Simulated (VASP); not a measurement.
# TiO2: single point with PBEsol+U

TiO2:

```
Ti O
1.0
     4.59410    0.00000    0.00000
     0.00000    4.59410    0.00000
     0.00000    0.00000    2.95890
Ti O
2 4
Direct
  0.00000 0.00000 0.00000
  0.50000 0.50000 0.50000
  0.30570 0.30570 0.00000
  0.19430 0.80570 0.50000
  0.69430 0.69430 0.00000
  0.80570 0.19430 0.50000
```

```yaml
Program: VASP 6.6.1
Task: single point
Functional: PBEsol
Potentials_or_basis: VASP PAW PBE potentials, release 64 (Ti_sv, O_h)
Cutoff: 910 eV
k_mesh: 4 × 4 × 7
Occupations: fermi-dirac, width 0.1 eV
Spin: collinear spin
Starting_moments: "[1.0, -1.0, 0.0, 0.0, 0.0, 0.0] μB"
Hubbard_terms: Ti d U = 3.5 eV
Dipole_correction: no
Further_INCAR_settings: ALGO = Normal; EDIFF = 1e-06; NBANDS = 37
```

```yaml
Pressure: 5.1 GPa
Largest_force: 0.263 eV/Å
Band_gap_on_the_k_mesh: 2.31 eV
Net_moment: 0.00 μB per cell
Valence_electrons_inside_the_program's_atomic_spheres: Ti 10.16; O 3.38
```

Forces in eV/Å, atoms in the order of the input:
```
Ti   0.000  0.000  0.000
Ti   0.000  0.000  0.000
O   -0.186 -0.186  0.000
O    0.186 -0.186  0.000
O    0.186  0.186  0.000
O   -0.186  0.186  0.000
```

Stress tensor (GPa, compression positive):
```
4.16 0.00 0.00
0.00 4.16 0.00
0.00 0.00 7.05
```

Levels at points of the mesh, in eV from the valence-band top:
Spin up:
| k point | band 22 | band 23 | band 24 | band 25 | band 26 | band 27 |
| --- | --- | --- | --- | --- | --- | --- |
| (0.00, 0.00, 0.00) | -0.49 | -0.49 | 0.00 | 2.31 | 2.55 | 2.89 |
| (0.50, 0.00, 0.00) | -1.69 | -0.79 | -0.79 | 2.95 | 2.95 | 3.47 |
| (0.50, 0.50, 0.00) | -1.41 | -1.13 | -1.13 | 2.32 | 2.32 | 2.97 |
Spin down:
| k point | band 22 | band 23 | band 24 | band 25 | band 26 | band 27 |
| --- | --- | --- | --- | --- | --- | --- |
| (0.00, 0.00, 0.00) | -0.49 | -0.49 | 0.00 | 2.31 | 2.55 | 2.89 |
| (0.50, 0.00, 0.00) | -1.69 | -0.79 | -0.79 | 2.95 | 2.95 | 3.47 |
| (0.50, 0.50, 0.00) | -1.41 | -1.13 | -1.13 | 2.32 | 2.32 | 2.97 |

Eigenvalues of the final occupation matrices:
| site | spin | trace | eigenvalues |
| --- | --- | --- | --- |
| site 1 d | 1 | 0.82 | 0.09 0.10 0.10 0.25 0.28 |
| site 1 d | 2 | 0.82 | 0.09 0.10 0.10 0.25 0.28 |
| site 2 d | 1 | 0.82 | 0.09 0.10 0.10 0.25 0.28 |
| site 2 d | 2 | 0.82 | 0.09 0.10 0.10 0.25 0.28 |

It took 100 s on 1 thread of Intel(R) Xeon(R) 6975P-C (Granite Rapids) (shared host), peak memory 0.4 GiB.

Caveat: the cutoff is under 1.25 times the usual one of these potentials, so pressure, stress and relaxed cells hold a basis-set (Pulay) error; the cell stands under pressure; the PAW data sets were made with another functional, which shifts forces and pressure a little; an odd mesh through Γ misses points on the zone boundary, where band edges can lie.
